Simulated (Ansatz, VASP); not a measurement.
**One calculation of BeCd3S2, two programs**

```
Be Cd S
1.0
     4.65849    0.00000    0.00000
     0.00000    4.65849    0.00000
     0.00000    0.00000    6.63404
Be Cd S
1 3 2
Direct
  0.00000 0.00000 0.50000
  0.50000 0.50000 0.00000
  0.00000 0.00000 0.00000
  0.50000 0.50000 0.50000
  0.00000 0.50000 0.26791
  0.50000 0.00000 0.73209
```

Change from the starting cell: species swapped into the Li3MnAs2 type (P-4m2, No. 115).

Alike in both runs: task relaxation of cell and atoms; functional PBE; k mesh 4 × 4 × 4; occupations gaussian, width 0.1 eV; no spin polarisation.

```csv
,VASP,Ansatz
version,VASP 6.6.1,Ansatz 0.2.0
potentials or method,"VASP PAW PBE potentials, release 64 (Be, Cd, S), cutoff 600 eV","scalar-relativistic, plane waves, PAW"
valence electrons in the cell,50,74
```

VASP gave:

| Property | Result |
| --- | --- |
| gap on the k mesh at the Fermi level, each at its own relaxed structure (eV) | none |
| relaxed volume (Å³/atom) | 26.18 |
| relaxed length of the cell vector where the two differ most in proportion (Å) | 9.058 |

Question: What did Ansatz give for the same quantities?

Answer: gap on the k mesh at the Fermi level, each at its own relaxed structure (eV): none; relaxed volume (Å³/atom): 26.26; relaxed length of the cell vector where the two differ most in proportion (Å): 9.122.

A gap of «none» marks a metal or a gap that the smearing closes. VASP's potentials hold 50 valence electrons a cell and Ansatz's 74, so a difference there can come from the potentials and not from the codes.
